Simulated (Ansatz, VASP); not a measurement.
Two plane-wave programs on Ta2H

Contents of INCAR:

```
SYSTEM = Ta2H
ALGO     = Normal         ! electronic algorithm
EDIFF    = 1E-7           ! SCF threshold, eV
ENCUT    = 520            ! plane-wave cutoff, eV
GGA      = PS             ! functional
ISIF     = 2              ! what is computed and relaxed
ISMEAR   = 1              ! smearing method
LASPH    = .TRUE.         ! aspherical terms in the spheres
LCHARG   = .FALSE.        ! write CHGCAR
LREAL    = .FALSE.        ! projectors in reciprocal space
LWAVE    = .FALSE.        ! write WAVECAR
NBANDS   = 18             ! bands
NELM     = 80             ! most SCF steps
PREC     = Accurate       ! precision mode
SIGMA    = 0.15           ! smearing width, eV
```

The input KPOINTS:

```
k-points
0
G
  10 10 6
  0 0 0
```

The input POSCAR:

```
Ta2H
1.0
    1.7347146118     -2.3910688062      0.0000000000
    1.7347146118      2.3910688062      0.0000000000
    0.0000000000      0.0000000000      4.7978978000
Ta H
2 1
Direct
    0.0000000000      0.5000000000      0.2645700000
    0.5000000000      0.0000000000      0.7354300000
    0.0000000000      0.0000000000      0.0000000000
```

Input for Ansatz:

```yaml
crystal:
  lattice:
    - [1.7347146117821863, -2.3910688061799013, 0.0]
    - [1.7347146117821863, 2.3910688061799013, 0.0]
    - [0.0, 0.0, 4.797897800036469]
  atoms:
    - { symbol: Ta, position: [0.0, 0.5, 0.26457] }
    - { symbol: Ta, position: [0.5, 0.0, 0.73543] }
    - { symbol: H, position: [0.0, 0.0, 0.0] }
basis:
  ecutwfc: 517.016338673772
kpoints:
  mp_grid:
    grid: [10, 10, 6]
hamiltonian:
  xc: pbesol
scf:
  convergence:
    dr2_threshold: 1.0e-10
  occupations:
    method: cold
    width: 0.15
output:
  stress: true
```

Alike in both runs: task single point; functional PBEsol; k mesh 10 × 10 × 6; no spin polarisation.

|  | VASP | Ansatz |
| --- | --- | --- |
| version | VASP 6.6.1 | Ansatz 0.2.0 |
| potentials or method | VASP PAW PBE potentials, release 64 (Ta_pv, H), cutoff 520 eV | plane waves, PAW |
| occupations | methfessel-paxton of order 1, width 0.15 eV | cold, width 0.15 eV |
| valence electrons in the cell | 23 | 27 |

Ansatz gave:

* pressure (GPa): -8.9
* traceless stress, the component that is largest in VASP (GPa): -0.63

Problem. Estimate VASP's values.

Solution. Pressure (GPa): -8.8; traceless stress, the component that is largest in VASP (GPa): -0.65.

VASP's potentials were made for PBE, not for PBEsol. VASP's potentials hold 23 valence electrons a cell and Ansatz's 27, so a difference there can come from the potentials and not from the codes.

Neither program's run includes spin-orbit coupling.
